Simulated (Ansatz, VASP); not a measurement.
**Two plane-wave programs on Zr2Pb2O3**

```
Zr Pb O
1.0
     3.34432    0.00000    0.00000
    -1.67216    2.89626    0.00000
     0.00000    0.00000   14.50144
Zr Pb O
2 2 3
Direct
  0.66667 0.33333 0.90816
  0.33333 0.66667 0.09184
  0.33333 0.66667 0.40218
  0.66667 0.33333 0.59782
  0.33333 0.66667 0.84596
  0.66667 0.33333 0.15404
  0.00000 0.00000 0.00000
```

Alike in both runs: functional PBE; k mesh 12 × 12 × 4; occupations gaussian, width 0.1 eV; no spin polarisation.

Ansatz relaxed the structure, and its values are those at the end. VASP's run is a single point on that final structure, the one shown.

|  | VASP | Ansatz |
| --- | --- | --- |
| version | VASP 6.6.1 | Ansatz 0.2.0 |
| potentials or method | VASP PAW PBE potentials, release 64 (Zr_sv, Pb_d, O), cutoff 520 eV | scalar-relativistic, plane waves, PAW |
| valence electrons in the cell | 70 | 70 |

Ansatz gave:

- gap on the k mesh at the Fermi level (eV): none
- pressure (GPa): 0.0
- rms of the force components (eV/Å): 0.000

**Question.** Which values does VASP return?

**Answer.** gap on the k mesh at the Fermi level (eV): none; pressure (GPa): 0.1; rms of the force components (eV/Å): 0.008.

A gap of «none» marks a metal or a gap that the smearing closes. The functional is the same, so the differences come from potentials, cutoffs and numerics.

Neither program's run includes spin-orbit coupling.
